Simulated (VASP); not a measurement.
# NaCl (Pm-3m) in VASP: further runs, part 2 of 3

VASP 6.6.1.

### Step 3. Electric field gradients, PBE (11.23 Å³/atom)

INCAR reads:

```
PREC = Accurate
ENCUT = 400
EDIFF = 1E-8
ISMEAR = -1
SIGMA = 0.02
LREAL = False
LASPH = True
NELM = 120
ALGO = Normal
ISIF = 2
LWAVE = False
LCHARG = False
GGA = PE
LEFG = True
NBANDS = 14
GGA_COMPAT = False
```

KPOINTS reads:

```
regular mesh
0
Gamma
  8 8 8
```

POSCAR reads:

```
NaCl
1.0
    2.8213466130      0.0000000000      0.0000000000
    0.0000000000      2.8213466130      0.0000000000
    0.0000000000      0.0000000000      2.8213466130
Na Cl
1 1
Direct
    0.0000000000      0.0000000000      0.0000000000
    0.5000000000      0.5000000000      0.5000000000
```

Potentials or basis: VASP PAW PBE potentials, release 64 (Na_pv, Cl).

Launch:

```console
cat potpaw_PBE.64/Na_pv/POTCAR potpaw_PBE.64/Cl/POTCAR > POTCAR
mpirun -np 1 vasp_std > vasp.out
```

OUTCAR:

```text
PREC = Accurate
   ENCUT = 400
   EDIFF = 1E-8
   ISMEAR = -1
   LREAL = False
   LASPH = True
   NELM = 120
   ISIF = 2
   GGA = PE

 ion  position               nearest neighbor table
   1  0.000  0.000  0.000-   2 2.44   2 2.44   2 2.44   2 2.44   2 2.44   2 2.44   2 2.44   2 2.44

   2  0.500  0.500  0.500-   1 2.44   1 2.44   1 2.44   1 2.44   1 2.44   1 2.44   1 2.44   1 2.44

  LATTYP: Found a simple cubic cell.
 ALAT       =     2.8213466130

  Lattice vectors:

 A1 = (   2.8213466130,   0.0000000000,   0.0000000000)
 A2 = (   0.0000000000,   2.8213466130,   0.0000000000)
 A3 = (   0.0000000000,   0.0000000000,   2.8213466130)

Analysis of symmetry for initial positions (statically):
=====================================================================
 Subroutine PRICEL returns:
 Original cell was already a primitive cell.

 Routine SETGRP: Setting up the symmetry group for a
 simple cubic supercell.

 Subroutine GETGRP returns: Found 48 space group operations
 (whereof 48 operations were pure point group operations)
 out of a pool of 48 trial point group operations.

The static configuration has the point symmetry O_h .

Analysis of symmetry for dynamics (positions and initial velocities):
=====================================================================
 Subroutine PRICEL returns:
 Original cell was already a primitive cell.

 Routine SETGRP: Setting up the symmetry group for a
 simple cubic supercell.

 Subroutine GETGRP returns: Found 48 space group operations
 (whereof 48 operations were pure point group operations)
 out of a pool of 48 trial point group operations.

The dynamic configuration has the point symmetry O_h .

 Subroutine INISYM returns: Found 48 space group operations
 (whereof 48 operations are pure point group operations),
 and found     1 'primitive' translations

----------------------------------------------------------------------------------------

                                     Primitive cell

  volume of cell :      22.4579

  direct lattice vectors                    reciprocal lattice vectors
     2.821346613  0.000000000  0.000000000     0.354440676  0.000000000  0.000000000
     0.000000000  2.821346613  0.000000000     0.000000000  0.354440676  0.000000000
     0.000000000  0.000000000  2.821346613     0.000000000  0.000000000  0.354440676

  length of vectors
     2.821346613  2.821346613  2.821346613     0.354440676  0.354440676  0.354440676

  position of ions in fractional coordinates (direct lattice)
     0.000000000  0.000000000  0.000000000
     0.500000000  0.500000000  0.500000000

  ion indices of the primitive-cell ions
   primitive index   ion index
                 1           1
                 2           2

----------------------------------------------------------------------------------------

 KPOINTS: regular mesh

Automatic generation of k-mesh.
 Grid dimensions read from file:
 generate k-points for:    8    8    8

 Generating k-lattice:
[... 79 lines left out ...]
   IALGO  =     38    algorithm
   IMIX   =      4    mixing-type and parameters
     AMIX     =   0.40;   BMIX     =  1.00
     AMIX_MAG =   1.60;   BMIX_MAG =  1.00
  volume/ion in A,a.u.               =      11.23        75.78
  Fermi-wavevector in a.u.,A,eV,Ry     =   1.398495  2.642773 26.610133  1.955790
  Thomas-Fermi vector in A             =   2.521648
   LORBIT       =      0    0 simple, 1 ext, 2 COOP (PROOUT), +10 PAW based schemes
   GGA     = PE    functional components
   LHFCALC =     F    Hartree Fock is set to
   AEXX    =    0.0000 exact exchange contribution
   IVDW    =     0    specifies the selected vdW correction
   LEPSILON=     F    determine dielectric tensor
   LRPA    =     F    only Hartree local field effects (RPA)
 non-spin polarized calculation
  energy-cutoff  :      400.00
  volume of cell :       22.46
 maximum number of plane-waves:       437
   NGX =  9   NGY =  9   NGZ =  9

 number of electron      13.9999945 magnetization

 Free energy of the ion-electron system (eV)
  ---------------------------------------------------
  ext. energy  EPLUGINS =         0.00000000
  ---------------------------------------------------
  free energy    TOTEN  =        -3.78430505 eV

  energy without entropy =       -3.78430505  energy(sigma->0) =       -3.78430505

 E-fermi :   7.8979     XC(G=0): -11.5888

 val. band max:        7.4296217893   @ k =   0.5000   0.5000   0.0000
 cond. band min:      11.6751980686   @ k =   0.5000   0.5000   0.0000
 fundamental gap:      4.2455762794
 Fermi energy:         7.8979217357

 k-point     1 :       0.0000    0.0000    0.0000
  band No.  band energies     occupation
      1     -15.4331      2.00000
      2     -15.4331      2.00000
      3     -15.4331      2.00000
      4      -9.9255      2.00000
      5       6.0958      2.00000
      6       6.0958      2.00000
      7       6.0958      2.00000
      8      13.8639      0.00000
      9      13.8639      0.00000
     10      15.2417      0.00000
     11      25.3643      0.00000
     12      25.3643      0.00000
     13      25.3643      0.00000
     14      30.5154      0.00000
[... 377 lines left out ...]
      1     -15.7388      2.00000
      2     -15.6644      2.00000
      3     -15.4056      2.00000
      4      -7.3341      2.00000
      5       1.6085      2.00000
      6       2.4396      2.00000
      7       6.3277      2.00000
      8      12.6537      0.00000
      9      18.0824      0.00000
     10      18.6475      0.00000
     11      19.5806      0.00000
     12      25.0477      0.00000
     13      25.5484      0.00000
     14      29.3534      0.00000

 [... further k-points ...]

------------------------ aborting loop because EDIFF is reached ----------------------------------------

  FORCE on cell =-STRESS in cart. coord.  units (eV):
  Direction    XX          YY          ZZ          XY          YZ          ZX
  --------------------------------------------------------------------------------------
  -------------------------------------------------------------------------------------
  Total       10.6586691     10.6586691     10.6586691     -0.0000000     -0.0000000      0.0000000
  in kB      760.4037149    760.4037149    760.4037149     -0.0000000     -0.0000000      0.0000000
  external PRESSURE =     760.4037149 kB  Pullay stress =       0.0000000 kB

 VOLUME and BASIS-vectors are now :
 -----------------------------------------------------------------------------
  energy-cutoff  :      400.00
  volume of cell :       22.46
      direct lattice vectors                 reciprocal lattice vectors
     2.821346613  0.000000000  0.000000000     0.354440676  0.000000000  0.000000000
     0.000000000  2.821346613  0.000000000     0.000000000  0.354440676  0.000000000
     0.000000000  0.000000000  2.821346613     0.000000000  0.000000000  0.354440676

 POSITION                                       TOTAL-FORCE (eV/Angst)
 -----------------------------------------------------------------------------------
      0.00000      0.00000      0.00000         0.000000      0.000000      0.000000
      1.41067      1.41067      1.41067         0.000000      0.000000      0.000000
 -----------------------------------------------------------------------------------
    total drift:                                0.000000     -0.000000     -0.000000

  FREE ENERGIE OF THE ION-ELECTRON SYSTEM (eV)
  ---------------------------------------------------
  free  energy   TOTEN  =        -3.7843050466 eV

  energy  without entropy=       -3.7843050466  energy(sigma->0) =       -3.78430505

 Electric field gradients (V/A^2)
---------------------------------------------------------------------
 ion       V_xx      V_yy      V_zz      V_xy      V_xz      V_yz
---------------------------------------------------------------------
   1       0.000     0.000     0.000    -0.000     0.000    -0.000
   2       0.000     0.000     0.000    -0.000    -0.000     0.000
---------------------------------------------------------------------

 Electric field gradients after diagonalization (V/A^2)
 (convention: |V_zz| > |V_xx| > |V_yy|)
----------------------------------------------------------------------
 ion       V_xx      V_yy      V_zz     asymmetry (V_yy - V_xx)/ V_zz
----------------------------------------------------------------------
   1       0.000     0.000     0.000      -0.183
   2       0.000     0.000     0.000      -0.008
----------------------------------------------------------------------

           NMR quadrupolar parameters

 Cq : quadrupolar parameter    Cq=e*Q*V_zz/h
 eta: asymmetry parameters     (V_yy - V_xx)/ V_zz
 Q  : nuclear electric quadrupole moment in mb (millibarn)
----------------------------------------------------------------------
 ion       Cq(MHz)       eta       Q (mb)
----------------------------------------------------------------------
   1       0.000      -0.183       1.000
   2       0.000      -0.008       1.000
----------------------------------------------------------------------
```

OSZICAR:

```text
N       E                     dE             d eps       ncg     rms          rms(c)
DAV:   1     0.944571603297E+02    0.94457E+02   -0.63523E+03  1018   0.106E+03
DAV:   2     0.418181728171E+00   -0.94039E+02   -0.86431E+02  1174   0.291E+02
DAV:   3    -0.408111941950E+01   -0.44993E+01   -0.44830E+01  1202   0.598E+01
DAV:   4    -0.412242189254E+01   -0.41302E-01   -0.41289E-01  1184   0.584E+00
DAV:   5    -0.412297812911E+01   -0.55624E-03   -0.55623E-03  1244   0.702E-01    0.633E+00
DAV:   6    -0.384410870528E+01    0.27887E+00   -0.23786E-01  1340   0.615E+00    0.423E+00
DAV:   7    -0.378553611397E+01    0.58573E-01   -0.14490E-01  1330   0.409E+00    0.193E+00
DAV:   8    -0.378442675940E+01    0.11094E-02   -0.11092E-02  1094   0.118E+00    0.303E-01
DAV:   9    -0.378429511019E+01    0.13165E-03   -0.24774E-04  1280   0.291E-01    0.630E-02
DAV:  10    -0.378430308720E+01   -0.79770E-05   -0.38227E-05  1238   0.129E-01    0.176E-02
DAV:  11    -0.378430482254E+01   -0.17353E-05   -0.62211E-06  1160   0.282E-02    0.862E-03
DAV:  12    -0.378430503608E+01   -0.21353E-06   -0.42259E-07  1166   0.582E-03    0.889E-04
DAV:  13    -0.378430508513E+01   -0.49053E-07   -0.41563E-08  1274   0.157E-03    0.141E-03
DAV:  14    -0.378430504590E+01    0.39228E-07   -0.31392E-09   810   0.438E-04    0.862E-05
DAV:  15    -0.378430504659E+01   -0.68189E-09   -0.45873E-10   730   0.213E-04
   1 F= -.37843050E+01 E0= -.37843050E+01  d E =-.389554E-12
```

stdout:

```text
POSCAR found type information on POSCAR NaCl
 POSCAR found :  2 types and       2 ions
 scaLAPACK will be used
 LDA part: xc-table for (Slater+PW92), standard interpolation
 POSCAR, INCAR and KPOINTS ok, starting setup
 FFT: planning ... GRIDC
 FFT: planning ... GRID_SOFT
 FFT: planning ... GRID
 WAVECAR not read
 entering main loop
ion   1

ion   2
```

Run time: 17 s. Hardware: 1 thread of AMD EPYC, shared host; peak memory 0.08 GiB.

What came out:

* Free energy: -3.7843 eV
* Pressure: 76.0 GPa
* Band gap on the k mesh: 4.25 eV
* Largest electric field gradient by atom: zero within the noise of the run

Caveat: the cell stands under pressure. A k mesh can miss the band edges.

### Step 4. Electric field gradients, PBE (11.00 Å³/atom)

This run uses another cell than the first one, of 11.00 Å³/atom.

INCAR reads:

```
SYSTEM = NaCl
  PREC = Accurate
  ENCUT = 400
  EDIFF = 1E-8
  ISMEAR = -1
  SIGMA = 0.02
  LREAL = .FALSE.
  LASPH = .TRUE.
  NELM = 120
  ALGO = Normal
  ISIF = 2
  LWAVE = .FALSE.
  LCHARG = .FALSE.
  GGA = PE
  LEFG = .TRUE.
  NBANDS = 14
  GGA_COMPAT = .FALSE.
```

KPOINTS reads:

```
regular mesh
0
G
  8 8 8
  0 0 0
```

POSCAR reads:

```
NaCl
1.0
    2.8021129234      0.0000000000      0.0000000000
    0.0000000000      2.8021129234      0.0000000000
    0.0000000000      0.0000000000      2.8021129234
Na Cl
1 1
Direct
    0.0000000000      0.0000000000      0.0000000000
    0.5000000000      0.5000000000      0.5000000000
```

Potentials or basis: VASP PAW PBE potentials, release 64 (Na_pv, Cl).

Launch:

```console
cat potpaw_PBE.64/Na_pv/POTCAR potpaw_PBE.64/Cl/POTCAR > POTCAR
mpirun -np 1 vasp_std > vasp.out
```

OUTCAR:

```text
SYSTEM = NaCl
   PREC = Accurate
   ENCUT = 400
   EDIFF = 1E-8
   ISMEAR = -1
   LREAL = .FALSE.
   LASPH = .TRUE.
   NELM = 120
   ISIF = 2
   GGA = PE

 ion  position               nearest neighbor table
   1  0.000  0.000  0.000-   2 2.43   2 2.43   2 2.43   2 2.43   2 2.43   2 2.43   2 2.43   2 2.43

   2  0.500  0.500  0.500-   1 2.43   1 2.43   1 2.43   1 2.43   1 2.43   1 2.43   1 2.43   1 2.43

  LATTYP: Found a simple cubic cell.
 ALAT       =     2.8021129234

  Lattice vectors:

 A1 = (   2.8021129234,   0.0000000000,   0.0000000000)
 A2 = (   0.0000000000,   2.8021129234,   0.0000000000)
 A3 = (   0.0000000000,   0.0000000000,   2.8021129234)

Analysis of symmetry for initial positions (statically):
=====================================================================
 Subroutine PRICEL returns:
 Original cell was already a primitive cell.

 Routine SETGRP: Setting up the symmetry group for a
 simple cubic supercell.

 Subroutine GETGRP returns: Found 48 space group operations
 (whereof 48 operations were pure point group operations)
 out of a pool of 48 trial point group operations.

The static configuration has the point symmetry O_h .

Analysis of symmetry for dynamics (positions and initial velocities):
=====================================================================
 Subroutine PRICEL returns:
 Original cell was already a primitive cell.

 Routine SETGRP: Setting up the symmetry group for a
 simple cubic supercell.

 Subroutine GETGRP returns: Found 48 space group operations
 (whereof 48 operations were pure point group operations)
 out of a pool of 48 trial point group operations.

The dynamic configuration has the point symmetry O_h .

[... 551 lines left out ...]
      7       6.6148      2.00000
      8      12.9022      0.00000
      9      18.3852      0.00000
     10      18.9790      0.00000
     11      19.9245      0.00000
     12      25.5396      0.00000
     13      26.0407      0.00000
     14      29.7991      0.00000

 [... further k-points ...]

------------------------ aborting loop because EDIFF is reached ----------------------------------------

  FORCE on cell =-STRESS in cart. coord.  units (eV):
  Direction    XX          YY          ZZ          XY          YZ          ZX
  --------------------------------------------------------------------------------------
  -------------------------------------------------------------------------------------
  Total       11.2913984     11.2913984     11.2913984     -0.0000000      0.0000000     -0.0000000
  in kB      822.2453247    822.2453247    822.2453247     -0.0000000      0.0000000     -0.0000000
  external PRESSURE =     822.2453247 kB  Pullay stress =       0.0000000 kB

 VOLUME and BASIS-vectors are now :
 -----------------------------------------------------------------------------
  energy-cutoff  :      400.00
  volume of cell :       22.00
      direct lattice vectors                 reciprocal lattice vectors
     2.802112923  0.000000000  0.000000000     0.356873555  0.000000000  0.000000000
     0.000000000  2.802112923  0.000000000     0.000000000  0.356873555  0.000000000
     0.000000000  0.000000000  2.802112923     0.000000000  0.000000000  0.356873555

 POSITION                                       TOTAL-FORCE (eV/Angst)
 -----------------------------------------------------------------------------------
      0.00000      0.00000      0.00000         0.000000      0.000000      0.000000
      1.40106      1.40106      1.40106         0.000000      0.000000      0.000000
 -----------------------------------------------------------------------------------
    total drift:                                0.000000     -0.000000     -0.000000

  FREE ENERGIE OF THE ION-ELECTRON SYSTEM (eV)
  ---------------------------------------------------
  free  energy   TOTEN  =        -3.5577936858 eV

  energy  without entropy=       -3.5577936858  energy(sigma->0) =       -3.55779369

 Electric field gradients (V/A^2)
---------------------------------------------------------------------
 ion       V_xx      V_yy      V_zz      V_xy      V_xz      V_yz
---------------------------------------------------------------------
   1       0.000     0.000     0.000     0.000    -0.000    -0.000
   2      -0.000    -0.000     0.000    -0.000     0.000    -0.000
---------------------------------------------------------------------

 Electric field gradients after diagonalization (V/A^2)
 (convention: |V_zz| > |V_xx| > |V_yy|)
----------------------------------------------------------------------
 ion       V_xx      V_yy      V_zz     asymmetry (V_yy - V_xx)/ V_zz
----------------------------------------------------------------------
   1       0.000     0.000     0.000      -0.218
   2       0.000    -0.000    -0.000       0.818
----------------------------------------------------------------------

           NMR quadrupolar parameters

 Cq : quadrupolar parameter    Cq=e*Q*V_zz/h
 eta: asymmetry parameters     (V_yy - V_xx)/ V_zz
 Q  : nuclear electric quadrupole moment in mb (millibarn)
----------------------------------------------------------------------
 ion       Cq(MHz)       eta       Q (mb)
----------------------------------------------------------------------
   1       0.000      -0.218       1.000
   2      -0.000       0.818       1.000
----------------------------------------------------------------------
```

OSZICAR:

```text
N       E                     dE             d eps       ncg     rms          rms(c)
DAV:   1     0.915285021859E+02    0.91529E+02   -0.62698E+03  1022   0.105E+03
DAV:   2     0.492160971925E+00   -0.91036E+02   -0.83704E+02  1134   0.282E+02
DAV:   3    -0.386995548234E+01   -0.43621E+01   -0.43383E+01  1250   0.583E+01
DAV:   4    -0.390882471841E+01   -0.38869E-01   -0.38862E-01  1124   0.568E+00
DAV:   5    -0.390933611361E+01   -0.51140E-03   -0.51139E-03  1296   0.677E-01    0.663E+00
DAV:   6    -0.362065476503E+01    0.28868E+00   -0.24347E-01  1356   0.637E+00    0.442E+00
DAV:   7    -0.355909314172E+01    0.61562E-01   -0.15138E-01  1290   0.426E+00    0.197E+00
DAV:   8    -0.355791728141E+01    0.11759E-02   -0.11742E-02  1088   0.123E+00    0.295E-01
DAV:   9    -0.355778452143E+01    0.13276E-03   -0.25699E-04  1274   0.304E-01    0.616E-02
DAV:  10    -0.355779167057E+01   -0.71491E-05   -0.39344E-05  1268   0.133E-01    0.169E-02
DAV:  11    -0.355779349201E+01   -0.18214E-05   -0.65193E-06  1154   0.294E-02    0.976E-03
DAV:  12    -0.355779368554E+01   -0.19353E-06   -0.46964E-07  1186   0.598E-03    0.679E-04
DAV:  13    -0.355779372112E+01   -0.35584E-07   -0.40437E-08  1268   0.157E-03    0.127E-03
DAV:  14    -0.355779368012E+01    0.40997E-07   -0.33745E-09   816   0.459E-04    0.103E-04
DAV:  15    -0.355779368583E+01   -0.57014E-08   -0.43587E-10   694   0.229E-04
   1 F= -.35577937E+01 E0= -.35577937E+01  d E =-.169497E-12
```

It took 18 s on 1 thread of AMD EPYC, shared host; peak memory 0.08 GiB.

Results:

```
Free energy                             : -3.5578 eV
Pressure                                : 82.2 GPa
Band gap on the k mesh                  : 4.16 eV
Largest electric field gradient by atom : zero within the noise of the run
```

Caveat: the cell stands under pressure. A k mesh can miss the band edges.

(Part 2 of 3 ends here.)
